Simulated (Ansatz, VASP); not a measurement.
**Si4O7 in VASP and in Ansatz**

INCAR

```
SYSTEM = Si4O7
  ALGO = Normal
  EDIFF = 1E-6
  ENCUT = 520
  GGA = PS
  GGA_COMPAT = .FALSE.
  ISIF = 2
  ISMEAR = 0
  LASPH = .TRUE.
  LCHARG = .FALSE.
  LREAL = .FALSE.
  LWAVE = .FALSE.
  NBANDS = 40
  NELM = 120
  PREC = Accurate
  SIGMA = 0.05
```

KPOINTS

```
k-points
0
G
  4 4 4
  0 0 0
```

The input POSCAR:

```
Si4O7
1.0
    5.0280710683      0.0000000000      0.0000000000
    0.0000000000      5.0280710683      0.0000000000
    0.0000000000      0.0000000000      7.0088699743
Si O
4 7
Direct
    0.2980688188      0.2980688188      0.0000000000
    0.2019311812      0.7980688188      0.2500000000
    0.7019311812      0.7019311812      0.5000000000
    0.7980688188      0.2019311812      0.7500000000
    0.3980464015      0.7395636083      0.4283767439
    0.7604363917      0.8980464015      0.6783767439
    0.6019535985      0.2604363917      0.9283767439
    0.7395636083      0.3980464015      0.5716232561
    0.8980464015      0.7604363917      0.3216232561
    0.2380942915      0.3777122882      0.1858915395
    0.1019535985      0.2395636083      0.8216232561
```

Input for Ansatz:

```yaml
crystal:
  lattice:
    - [5.0280710683, 0.0, 0.0]
    - [0.0, 5.0280710683, 0.0]
    - [0.0, 0.0, 7.0088699743]
  atoms:
    - { symbol: Si, position: [0.2980688188, 0.2980688188, 0.0] }
    - { symbol: Si, position: [0.2019311812, 0.7980688188, 0.25] }
    - { symbol: Si, position: [0.7019311812, 0.7019311812, 0.5] }
    - { symbol: Si, position: [0.7980688188, 0.2019311812, 0.75] }
    - { symbol: O, position: [0.3980464015, 0.7395636083, 0.4283767439] }
    - { symbol: O, position: [0.7604363917, 0.8980464015, 0.6783767439] }
    - { symbol: O, position: [0.6019535985, 0.2604363917, 0.9283767439] }
    - { symbol: O, position: [0.7395636083, 0.3980464015, 0.5716232561] }
    - { symbol: O, position: [0.8980464015, 0.7604363917, 0.3216232561] }
    - { symbol: O, position: [0.2380942915, 0.3777122882, 0.1858915395] }
    - { symbol: O, position: [0.1019535985, 0.2395636083, 0.8216232561] }
basis:
  ecutwfc: 420
kpoints:
  mp_grid: { grid: [4, 4, 4] }
hamiltonian:
  xc: pbesol
  pseudopotentials: { kind: paw, azcp: { folder: soft_1 } }
scf:
  occupations: { method: gaussian, width: 0.05 }
output:
  forces: true
  stress: true
  eigenvalues: true
  write_density: true
  write_potential: true
  elf: true
  volumetric_format: npy
```

Change from the starting cell: O vacancy; atom 10 moved 0.500 of the way to it and +0.450 Å across, host rigid.

Alike in both runs: task single point; functional PBEsol; k mesh 4 × 4 × 4; occupations gaussian, width 0.05 eV; no spin polarisation.

|  | VASP | Ansatz |
| --- | --- | --- |
| version | VASP 6.6.1 | Ansatz 0.2.0 |
| potentials or method | VASP PAW PBE potentials, release 64 (Si, O), cutoff 520 eV | scalar-relativistic, plane waves, PAW |
| valence electrons in the cell | 58 | 58 |

Ansatz gave:

```
gap on the k mesh at the Fermi level (eV)                     : 2.30
least direct gap on the mesh (eV)                             : 2.33
pressure (GPa)                                                : 4.6
traceless stress, the component that is largest in VASP (GPa) : 8.11
rms of the force components (eV/Å)                            : 2.900
```

**Question.** Which values does VASP return?

**Answer.** gap on the k mesh at the Fermi level (eV): 2.29; least direct gap on the mesh (eV): 2.33; pressure (GPa): 4.9; traceless stress, the component that is largest in VASP (GPa): 8.20; rms of the force components (eV/Å): 2.929.

VASP's potentials were made for PBE, not for PBEsol, and Ansatz warns of the same on its side. Atom by atom the forces differ by 0.034 eV/Å (rms over components).
